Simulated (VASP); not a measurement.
Wanted: the native input for a VASP 6.6.1 run.

| Item | Value |
| --- | --- |
| Task | single point |
| Functional | PBEsol |
| Potentials or basis | VASP PAW PBE potentials, release 64 (Cu) |
| Cutoff | 520 eV |
| k mesh | 24 × 24 × 12 |
| Occupations | gaussian, width 0.15 eV |
| Spin | no spin polarisation |
| Dipole correction | no |
| Further INCAR settings | ALGO = Fast; EDIFF = 1e-06; NBANDS = 18 |

The structure of Cu lies in POSCAR:

```
Cu
1.0
    2.5143641130      0.0000000000      0.0000000000
   -1.2571820565      2.1775031963      0.0000000000
    0.0000000000      0.0000000000      3.6397934900
Cu
2
Direct
    0.3333333333      0.6666666667      0.2500000000
    0.6666666667      0.3333333333      0.7500000000
```

This isn't the form of Cu at room conditions, which is fcc.

These files were run (other wordings do the same):

INCAR

```
SYSTEM = Cu
  ALGO = Fast
  EDIFF = 1E-6
  ENCUT = 520
  GGA = PS
  ISIF = 2
  ISMEAR = 0
  LASPH = .TRUE.
  LCHARG = .FALSE.
  LREAL = .FALSE.
  LWAVE = .FALSE.
  NBANDS = 18
  NELM = 60
  PREC = Accurate
  SIGMA = 0.15
```

KPOINTS

```
k-points
0
G
  24 24 12
  0 0 0
```

Potentials or basis: VASP PAW PBE potentials, release 64 (Cu).

The run is started by

```sh
$ cat potpaw_PBE.64/Cu/POTCAR > POTCAR
$ mpirun -np 1 vasp_std > vasp.out
```

Results of the run:

| Item | Value |
| --- | --- |
| Pressure | 34.4 GPa |
| Band gap on the k mesh | zero (bands 11 and 12 overlap by 5.99 eV) |

Caveat: the stress differs along the axes, from 23 to 56 GPa; the PAW data sets were made with another functional, which shifts forces and pressure a little.

Run time: 68 s on 1 thread of Intel(R) Xeon(R) 6975P-C (Granite Rapids) (shared host), peak memory 0.22 GiB.
